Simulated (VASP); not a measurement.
A run of VASP 6.6.1 is set up as follows.

The input INCAR:

```
PREC = Accurate
ENCUT = 500
EDIFF = 1E-6
ISMEAR = 0
SIGMA = 0.1
LREAL = False
LASPH = True
NELM = 120
ALGO = Normal
ISIF = 2
LWAVE = False
LCHARG = False
GGA = PS
NBANDS = 14
GGA_COMPAT = False
```

Contents of KPOINTS:

```
regular mesh
0
Gamma
  16 16 16
```

Contents of POSCAR:

```
Bi
1.0
   -1.9757292163      1.9757292163      1.9757292163
    1.9757292163     -1.9757292163      1.9757292163
    1.9757292163      1.9757292163     -1.9757292163
Bi
1
Direct
    0.0000000000      0.0000000000      0.0000000000
```

Potentials or basis: VASP PAW PBE potentials, release 64 (Bi_d).

The run is started by

```bash
$ cat potpaw_PBE.64/Bi_d/POTCAR > POTCAR
$ mpirun -np 1 vasp_std > vasp.out
```

(1) Estimate the pressure.

Answers

(1) -1.7 GPa.

Caveat: the PAW data sets were made with another functional, which shifts forces and pressure a little.
